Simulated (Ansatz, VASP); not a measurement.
SiO2: VASP beside Ansatz

```
Si O
1.0
    -2.41141    2.41141    3.65636
     2.41141   -2.41141    3.65636
     2.41141    2.41141   -3.65636
Si O
2 4
Direct
  0.00000 0.00000 0.00000
  0.75000 0.25000 0.50000
  0.97317 0.62500 0.84817
  0.37500 0.22317 0.34817
  0.77683 0.12500 0.15183
  0.87500 0.02683 0.65183
```

Change from the starting cell: strain -0.025 along x and y, +0.000 along z, atoms carried along.

Alike in both runs: task single point; functional r2SCAN; k mesh 6 × 6 × 6; occupations gaussian, width 0.05 eV; no spin polarisation.

|  | VASP | Ansatz |
| --- | --- | --- |
| version | VASP 6.6.1 | Ansatz 0.2.0 |
| potentials or method | VASP PAW PBE potentials, release 64 (Si, O), cutoff 520 eV | scalar-relativistic, plane waves, PAW |
| valence electrons in the cell | 32 | 32 |

```tsv
	VASP	Ansatz	Ansatz less VASP
gap on the k mesh at the Fermi level (eV)	6.77	6.77	+0.001
least direct gap on the mesh (eV)	6.77	6.77	+0.001
pressure (GPa)	9.7	9.5	-0.21
traceless stress, the component that is largest in VASP (GPa)	-0.86	-0.90	-0.043
rms of the force components (eV/Å)	0.308	0.308	-0.0004
```

VASP's potentials were made for PBE, not for r2SCAN. Atom by atom the forces differ by 0.000 eV/Å (rms over components). The functional is the same, so the differences come from potentials, cutoffs and numerics.
